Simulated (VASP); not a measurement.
# SnTe (F-43m) in VASP: further runs, part 2 of 2

VASP 6.6.1.

## (4) Relaxation of cell and atoms, PBEsol

This run uses another cell than the first one, of 47.09 Å³/atom, 1.091 times its volume.

The input, INCAR:

```
PREC = Accurate
ENCUT = 600
EDIFF = 1E-6
ISMEAR = -1
SIGMA = 0.05
LREAL = False
LASPH = True
NELM = 60
ALGO = Normal
ISIF = 3
LWAVE = False
LCHARG = False
GGA = PS
IBRION = 2
NSW = 80
EDIFFG = -0.01
```

The input, KPOINTS:

```
regular mesh
0
Gamma
  4 4 4
```

The input, POSCAR:

```
SnTe
1.0
    0.0000000000      3.6111460000      3.6111460000
    3.6111460000      0.0000000000      3.6111460000
    3.6111460000      3.6111460000      0.0000000000
Sn Te
1 1
Direct
    0.0000000000      0.0000000000      0.0000000000
    0.7500000000      0.7500000000      0.7500000000
```

Potentials or basis: VASP PAW PBE potentials, release 64 (Sn_d, Te).

The run is started by

```console
> cat potpaw_PBE.64/Sn_d/POTCAR potpaw_PBE.64/Te/POTCAR > POTCAR
> mpirun -np 1 vasp_std > vasp.out
```

OUTCAR:

```text
PREC = Accurate
   ENCUT = 600
   EDIFF = 1E-6
   ISMEAR = -1
   LREAL = False
   LASPH = True
   NELM = 60
   ISIF = 3
   GGA = PS
   IBRION = 2
   NSW = 80
   EDIFFG = -0.01

 ion  position               nearest neighbor table
   1  0.000  0.000  0.000-   2 3.13   2 3.13   2 3.13   2 3.13
   2  0.750  0.750  0.750-   1 3.13   1 3.13   1 3.13   1 3.13

  LATTYP: Found a face centered cubic cell.
 ALAT       =     7.2222920000

  Lattice vectors:

 A1 = (   0.0000000000,   3.6111460000,   3.6111460000)
 A2 = (   3.6111460000,   0.0000000000,   3.6111460000)
 A3 = (   3.6111460000,   3.6111460000,   0.0000000000)

Analysis of symmetry for initial positions (statically):
=====================================================================
 Subroutine PRICEL returns:
 Original cell was already a primitive cell.

 Routine SETGRP: Setting up the symmetry group for a
 face centered cubic supercell.

 Subroutine GETGRP returns: Found 24 space group operations
 (whereof 24 operations were pure point group operations)
 out of a pool of 48 trial point group operations.

The static configuration has the point symmetry T_d .

Analysis of symmetry for dynamics (positions and initial velocities):
[... 136 lines left out ...]

 Free energy of the ion-electron system (eV)
  ---------------------------------------------------
  ext. energy  EPLUGINS =         0.00000000
  ---------------------------------------------------
  free energy    TOTEN  =        -7.61929716 eV

  energy without entropy =       -7.61025243  energy(sigma->0) =       -7.61477480

------------------------ aborting loop because EDIFF is reached ----------------------------------------

  FORCE on cell =-STRESS in cart. coord.  units (eV):
  Direction    XX          YY          ZZ          XY          YZ          ZX
  --------------------------------------------------------------------------------------
  -------------------------------------------------------------------------------------
  Total       -1.0000034     -1.0000034     -1.0000034      0.0000000     -0.0000000     -0.0000000
  in kB      -17.0116687    -17.0116687    -17.0116687      0.0000000     -0.0000000     -0.0000000
  external PRESSURE =     -17.0116687 kB  Pullay stress =       0.0000000 kB
[... 131 lines left out ...]
--------------------------------------- Ionic step        5  -------------------------------------------

 number of electron      19.9999999 magnetization

 Free energy of the ion-electron system (eV)
  ---------------------------------------------------
  ext. energy  EPLUGINS =         0.00000000
  ---------------------------------------------------
  free energy    TOTEN  =        -7.66399045 eV

  energy without entropy =       -7.65375842  energy(sigma->0) =       -7.65887444

 E-fermi :   3.8751     XC(G=0):  -8.0304

 val. band max:        3.6786170161   @ k =   0.5000   0.5000   0.0000
 cond. band min:       3.8986622365   @ k =  -0.2500   0.5000   0.2500
 fundamental gap:      0.2200452205
 Fermi energy:         3.8750640221

 k-point     1 :       0.0000    0.0000    0.0000
  band No.  band energies     occupation
      1     -17.9175      2.00000
      2     -17.9175      2.00000
      3     -17.9175      2.00000
      4     -17.9020      2.00000
      5     -17.9020      2.00000
      6      -8.2894      2.00000
      7      -1.1881      2.00000
      8       1.6074      2.00000
      9       1.6074      2.00000
     10       1.6074      2.00000
     11       4.7160      0.00000
     12       4.7160      0.00000
     13       4.7160      0.00000
     14       7.7127      0.00000
[... 146 lines left out ...]
  FREE ENERGIE OF THE ION-ELECTRON SYSTEM (eV)
  ---------------------------------------------------
  free  energy   TOTEN  =        -7.6639904544 eV

  energy  without entropy=       -7.6537584229  energy(sigma->0) =       -7.65887444

 reached required accuracy - stopping structural energy minimisation
```

CONTCAR:

```text
SnTe
   1.00000000000000
    -0.0000000000000000    3.5076229372215106    3.5076229372215106
     3.5076229372215106   -0.0000000000000000    3.5076229372215106
     3.5076229372215106    3.5076229372215106   -0.0000000000000000
  Sn              Te
     1     1
Direct
     0.0000000000000000    0.0000000000000000    0.0000000000000000
     0.7500000000000000    0.7500000000000000    0.7500000000000000

  0.00000000E+00  0.00000000E+00  0.00000000E+00
  0.00000000E+00  0.00000000E+00  0.00000000E+00
```

It took 42 s on 1 thread of Intel Xeon Platinum 8488C (Sapphire Rapids), shared host; peak memory 0.25 GiB.

Results:

```
Free energy                            : -7.6640 eV
Relaxed volume                         : 43.16 Å³/atom
Relaxed cell                           : a = 4.961 Å, b = 4.961 Å, c = 4.961 Å, α = 60.00°, β = 60.00°, γ = 60.00°
Space group after relaxing (to 0.05 Å) : F-43m (No. 216)
Energy gained by relaxing              : 22.3 meV/atom
Ionic steps                            : 5
Pressure after relaxing                : 0.0 GPa
Band gap on the k mesh                 : zero (band 10 reaches 3.90 eV, above the bottom of band 11 at 3.68 eV)
```

The path:
```
step  energy change (eV)  largest force (eV/Å)  pressure (GPa)  volume (Å³)
   1              0.0000                0.0000           -1.70        94.18
   2             -0.0436                0.0000           -0.28        87.53
   3             -0.0447                0.0000           -0.08        86.56
   4             -0.0447                0.0000            0.04        86.16
   5             -0.0447                0.0000            0.03        86.31
```

Final structure:
```xyz
2
Lattice="0.0000 3.5076 3.5076 3.5076 0.0000 3.5076 3.5076 3.5076 0.0000" Properties=species:S:1:pos:R:3 pbc="T T T"
Sn    0.0000    0.0000    0.0000
Te    5.2614    5.2614    5.2614
```

Caveat: the k points lie up to 0.39 Å⁻¹ apart in the final cell; the PAW data sets were made with another functional, which shifts forces and pressure a little; spin-orbit coupling is left out, which moves the levels of the heavy elements.
